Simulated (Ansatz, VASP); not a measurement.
**Zn2CdSe3 in VASP and in Ansatz**

```
Zn Cd Se
1.0
     4.72314    0.00000    0.00000
    -2.36157    4.09036    0.00000
     0.00000    0.00000   10.14003
Zn Cd Se
2 1 3
Direct
  0.33333 0.66667 0.50000
  0.66667 0.33333 0.50000
  0.00000 0.00000 0.50000
  0.00000 0.00000 0.76514
  0.00000 0.00000 0.23486
  0.00000 0.00000 0.00000
```

Alike in both runs: functional PBE; k mesh 6 × 6 × 2; occupations gaussian, width 0.1 eV; no spin polarisation.

Ansatz relaxed the structure, and its values are those at the end. VASP's run is a single point on that final structure, the one shown.

```csv
,VASP,Ansatz
version,VASP 6.6.1,Ansatz 0.2.0
potentials or method,"VASP PAW PBE potentials, release 64 (Zn, Cd, Se), cutoff 520 eV","scalar-relativistic, plane waves, PAW"
valence electrons in the cell,54,92
```

|  | VASP | Ansatz | Ansatz less VASP |
| --- | --- | --- | --- |
| gap on the k mesh at the Fermi level (eV) | none | none | - |
| pressure (GPa) | 0.1 | 0.0 | -0.13 |
| rms of the force components (eV/Å) | 0.006 | 0.002 | -0.0041 |

A gap of «none» marks a metal or a gap that the smearing closes. VASP's potentials hold 54 valence electrons a cell and Ansatz's 92, so a difference there can come from the potentials and not from the codes.
